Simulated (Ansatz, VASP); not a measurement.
## SnO in VASP and in Ansatz

The input POSCAR:

```
SnO
1.0
    0.0000000000      2.7082147278      2.7082147278
    2.7082147278      0.0000000000      2.7082147278
    2.7082147278      2.7082147278      0.0000000000
Sn O
1 1
Direct
    0.0000000000      0.0000000000      0.0000000000
    0.2500000000      0.2500000000      0.2500000000
```

INCAR.step1

```
ALGO = Normal
EDIFF = 1E-5
ENCUT = 660
GGA = PE
GGA_COMPAT = False
ISMEAR = 0
LASPH = True
LCHARG = False
LREAL = False
LWAVE = True
NBANDS = 17
NELM = 120
PREC = Accurate
SIGMA = 0.5
```

Contents of INCAR.step2:

```
ALGO = Normal
EDIFF = 1E-6
ENCUT = 660
GGA_COMPAT = False
ISIF = 2
ISMEAR = 0
ISTART = 1
LASPH = True
LCHARG = False
LMIXTAU = True
LREAL = False
LWAVE = False
METAGGA = R2SCAN
NBANDS = 17
NELM = 120
PREC = Accurate
SIGMA = 0.5
```

Contents of KPOINTS:

```
k-points
0
Gamma
  6 6 6
```

Input for Ansatz:

```yaml
crystal:
  lattice:
    - [0.0, 2.7082147278, 2.7082147278]
    - [2.7082147278, 0.0, 2.7082147278]
    - [2.7082147278, 2.7082147278, 0.0]
  atoms:
    - { symbol: Sn, position: [0.0, 0.0, 0.0] }
    - { symbol: O, position: [0.25, 0.25, 0.25] }
kpoints:
  mp_grid: { grid: [6, 6, 6] }
hamiltonian:
  xc: r2scan
scf:
  occupations: { method: gaussian, width: 0.5 }
  n_extra_bands: 4
output:
  forces: true
  stress: true
  eigenvalues: true
```

Alike in both runs: task single point; functional r2SCAN; k mesh 6 × 6 × 6; occupations gaussian, width 0.5 eV; no spin polarisation.

|  | VASP | Ansatz |
| --- | --- | --- |
| version | VASP 6.6.1 | Ansatz 0.2.0 |
| potentials or method | VASP PAW PBE potentials, release 64 (Sn_d, O) | plane waves |
| plane-wave cutoff (eV) | 660 | 500 |
| valence electrons in the cell | 20 | 20 |

```tsv
	VASP	Ansatz	Ansatz less VASP
pressure (GPa)	-0.1	-0.4	-0.26
```

VASP's potentials were made for PBE, not for r2SCAN.
